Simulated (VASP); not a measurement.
# LiH (Fm-3m) in VASP: a series of runs, part 2 of 2

VASP 6.6.1. Earlier steps stand in the parts before.

**3. Single point, PBE (volume changed by -10%)**

INCAR reads:

```
ALGO = Normal ; EDIFF = 1E-7
ENCUT = 520 ; GGA = PE
ISIF = 2 ; ISMEAR = 0
LASPH = True ; LCHARG = False
LREAL = False ; LWAVE = False
NBANDS = 9 ; NELM = 100
PREC = Accurate ; SIGMA = 0.01
```

KPOINTS reads:

```
k-points
0
Gamma
  6 6 6
```

POSCAR reads:

```
LiH
1.0
    0.0000000000      1.9338706237      1.9338706237
    1.9338706237      0.0000000000      1.9338706237
    1.9338706237      1.9338706237      0.0000000000
Li H
1 1
Direct
    0.0000000000      0.0000000000      0.0000000000
    0.5000000000      0.5000000000      0.5000000000
```

Potentials or basis: VASP PAW PBE potentials, release 64 (Li_sv, H).

On the command line:

```
cat potpaw_PBE.64/Li_sv/POTCAR potpaw_PBE.64/H/POTCAR > POTCAR
mpirun -np 1 vasp_std > vasp.out
```

It took 6.2 s on 1 thread of AMD EPYC 7R13, shared host; peak memory 0.09 GiB.

Results (log left out):

| Item | Value |
| --- | --- |
| Free energy | -6.1041 eV |
| Band gap on the k mesh | 2.89 eV, direct |

Levels at points of the mesh, in eV from the valence-band top:
| k point | band 1 | band 2 | band 3 | band 4 | band 5 | band 6 | band 7 |
| --- | --- | --- | --- | --- | --- | --- | --- |
| (0.00, 0.00, 0.00) | -44.22 | -5.85 | 17.53 | 19.02 | 19.02 | 19.02 | 23.94 |
| (0.50, 0.00, 0.00) | -44.15 | -2.95 | 5.19 | 14.62 | 17.50 | 17.50 | 20.18 |
| (0.50, 0.50, 0.00) | -44.13 | 0.00 | 2.89 | 11.35 | 11.35 | 14.65 | 18.86 |

Caveat: the k points lie up to 0.47 Å⁻¹ apart; the cutoff is under 1.25 times the usual one of these potentials, so pressure, stress and relaxed cells hold a basis-set (Pulay) error. A k mesh can miss the band edges.

**4. Single point, PBE (volume changed by +10%)**

INCAR reads:

```
PREC = Accurate
ENCUT = 520
EDIFF = 1E-7
ISMEAR = 0
SIGMA = 0.01
LREAL = F
LASPH = T
NELM = 80
ALGO = Normal
ISIF = 2
LWAVE = F
LCHARG = T
GGA = PE
LELF = T
LVHAR = T
NBANDS = 9
```

KPOINTS reads:

```
Automatic mesh
0
Gamma
  6 6 6
```

POSCAR reads:

```
LiH
1.0
    0.0000000000      2.0676521384      2.0676521384
    2.0676521384      0.0000000000      2.0676521384
    2.0676521384      2.0676521384      0.0000000000
Li H
1 1
Direct
    0.0000000000      0.0000000000      0.0000000000
    0.5000000000      0.5000000000      0.5000000000
```

Potentials or basis: VASP PAW PBE potentials, release 64 (Li_sv, H).

On the command line:

```
cat potpaw_PBE.64/Li_sv/POTCAR potpaw_PBE.64/H/POTCAR > POTCAR
mpirun -np 1 vasp_std > vasp.out
```

OUTCAR:

```text
PREC = Accurate
   ENCUT = 520
   EDIFF = 1E-7
   ISMEAR = 0
   LREAL = F
   LASPH = T
   NELM = 80
   ISIF = 2
   GGA = PE

 ion  position               nearest neighbor table
   1  0.000  0.000  0.000-
   2  0.500  0.500  0.500-

  LATTYP: Found a face centered cubic cell.
 ALAT       =     4.1353042768

  Lattice vectors:

 A1 = (   0.0000000000,   2.0676521384,   2.0676521384)
 A2 = (   2.0676521384,   0.0000000000,   2.0676521384)
[... 365 lines left out ...]
      9      27.0974      0.00000

------------------------ aborting loop because EDIFF is reached ----------------------------------------

  FORCE on cell =-STRESS in cart. coord.  units (eV):
  Direction    XX          YY          ZZ          XY          YZ          ZX
  --------------------------------------------------------------------------------------
  -------------------------------------------------------------------------------------
  Total       -0.3417048     -0.3417048     -0.3417048     -0.0000000      0.0000000     -0.0000000
  in kB      -30.9670079    -30.9670079    -30.9670079     -0.0000000      0.0000000     -0.0000000
  external PRESSURE =     -30.9670079 kB  Pullay stress =       0.0000000 kB

 VOLUME and BASIS-vectors are now :
 -----------------------------------------------------------------------------
  energy-cutoff  :      520.00
  volume of cell :       17.68
      direct lattice vectors                 reciprocal lattice vectors
     0.000000000  2.067652138  2.067652138    -0.241820174  0.241820174  0.241820174
     2.067652138  0.000000000  2.067652138     0.241820174 -0.241820174  0.241820174
     2.067652138  2.067652138  0.000000000     0.241820174  0.241820174 -0.241820174

 POSITION                                       TOTAL-FORCE (eV/Angst)
 -----------------------------------------------------------------------------------
      0.00000      0.00000      0.00000         0.000000      0.000000     -0.000000
      2.06765      2.06765      2.06765        -0.000000      0.000000      0.000000
 -----------------------------------------------------------------------------------
    total drift:                                0.000000     -0.000000     -0.000000

  FREE ENERGIE OF THE ION-ELECTRON SYSTEM (eV)
  ---------------------------------------------------
  free  energy   TOTEN  =        -6.1108337412 eV

  energy  without entropy=       -6.1108337412  energy(sigma->0) =       -6.11083374
```

OSZICAR:

```text
N       E                     dE             d eps       ncg     rms          rms(c)
DAV:   1    -0.183537685113E+01   -0.18354E+01   -0.16390E+03   288   0.413E+02
DAV:   2    -0.628757653753E+01   -0.44522E+01   -0.44294E+01   403   0.553E+01
DAV:   3    -0.634918193747E+01   -0.61605E-01   -0.61589E-01   368   0.590E+00
DAV:   4    -0.634949689584E+01   -0.31496E-03   -0.31495E-03   420   0.347E-01
DAV:   5    -0.634949759650E+01   -0.70066E-06   -0.70066E-06   336   0.146E-02    0.283E+00
DAV:   6    -0.616750350967E+01    0.18199E+00   -0.15891E-01   312   0.119E+00    0.140E+00
DAV:   7    -0.610892991583E+01    0.58574E-01   -0.19599E-01   340   0.151E+00    0.220E-01
DAV:   8    -0.611090030960E+01   -0.19704E-02   -0.46646E-03   349   0.433E-01    0.405E-02
DAV:   9    -0.611083803749E+01    0.62272E-04   -0.15515E-04   349   0.457E-02    0.777E-03
DAV:  10    -0.611083511955E+01    0.29179E-05   -0.66839E-06   349   0.179E-02    0.244E-03
DAV:  11    -0.611083436163E+01    0.75793E-06   -0.21715E-07   396   0.230E-03    0.509E-04
DAV:  12    -0.611083353894E+01    0.82269E-06   -0.47474E-09   173   0.607E-04    0.352E-04
DAV:  13    -0.611083372721E+01   -0.18827E-06   -0.53514E-09   177   0.360E-04    0.336E-05
DAV:  14    -0.611083374120E+01   -0.13989E-07   -0.36760E-10   174   0.154E-04
   1 F= -.61108337E+01 E0= -.61108337E+01  d E =0.000000E+00
```

It took 13 s on 1 thread of AMD EPYC 7R13, shared host; peak memory 0.1 GiB.

What came out:

```yaml
Free_energy: -6.1108 eV
Band_gap_on_the_k_mesh: 3.04 eV, direct
```

Levels at points of the mesh, in eV from the valence-band top:
```csv
k point,band 1,band 2,band 3,band 4,band 5,band 6
"(0.00, 0.00, 0.00)",-44.40,-5.09,14.92,16.96,16.96,16.96
"(0.50, 0.00, 0.00)",-44.36,-2.37,4.70,12.88,15.67,15.67
"(0.50, 0.50, 0.00)",-44.35,0.00,3.04,10.36,10.36,13.42
```

Caveat: the k points lie up to 0.44 Å⁻¹ apart; the cutoff is under 1.25 times the usual one of these potentials, so pressure, stress and relaxed cells hold a basis-set (Pulay) error. A k mesh can miss the band edges.

**5. The runs side by side**

| cell | gap on the mesh (eV) |
| --- | --- |
| a = 2.879 Å, angles 60.0°, 2 atoms | 3.01 |
| a = 2.735 Å, angles 60.0°, 2 atoms | 2.89 |
| a = 2.924 Å, angles 60.0°, 2 atoms | 3.04 |

Alike in all rows: task single point; level PBE; potentials or basis VASP PAW PBE potentials, release 64 (Li_sv, H); no spin polarisation; k mesh 6 × 6 × 6; cutoff (eV) 520; smearing gaussian 0.01 eV.

Caveats: all runs use coarse meshes; the cutoff is under 1.25 times the usual one of these potentials, so pressure, stress and relaxed cells hold a basis-set (Pulay) error.

Total energies depend on the potentials used, so only differences within one code and one set of settings carry meaning.
